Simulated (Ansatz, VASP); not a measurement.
**Ge2Sb2Se: VASP beside Ansatz**

```xyz
5
Lattice="4.4166 0.0000 0.0000 -2.2083 3.8249 0.0000 0.0000 0.0000 8.4965" Properties=species:S:1:pos:R:3 pbc="T T T"
Ge    0.0000    2.5499    4.2482
Ge    2.2083    1.2750    0.0000
Sb    0.0000    0.0000    2.7623
Sb    0.0000    0.0000    5.7342
Se    0.0000    2.5499    0.0000
```

Alike in both runs: functional PBE; k mesh 6 × 6 × 2; occupations gaussian, width 0.1 eV; no spin polarisation.

Ansatz relaxed the structure, and its values are those at the end. VASP's run is a single point on that final structure, the one shown.

|  | VASP | Ansatz |
| --- | --- | --- |
| version | VASP 6.6.1 | Ansatz 0.2.0 |
| potentials or method | VASP PAW PBE potentials, release 64 (Ge_d, Sb, Se), cutoff 520 eV | scalar-relativistic, plane waves, PAW |
| valence electrons in the cell | 44 | 74 |

VASP gave:

- gap on the k mesh at the Fermi level (eV): none
- pressure (GPa): 0.0
- rms of the force components (eV/Å): 0.011

What did Ansatz give for the same quantities?

gap on the k mesh at the Fermi level (eV): none; pressure (GPa): 0.0; rms of the force components (eV/Å): 0.003.

A gap of «none» marks a metal or a gap that the smearing closes. The functional is the same, so the differences come from potentials, cutoffs and numerics. VASP's potentials hold 44 valence electrons a cell and Ansatz's 74, so a difference there can come from the potentials and not from the codes.

The k mesh is coarse, so the values compare programs but aren't converged. Spin-orbit coupling is off throughout.
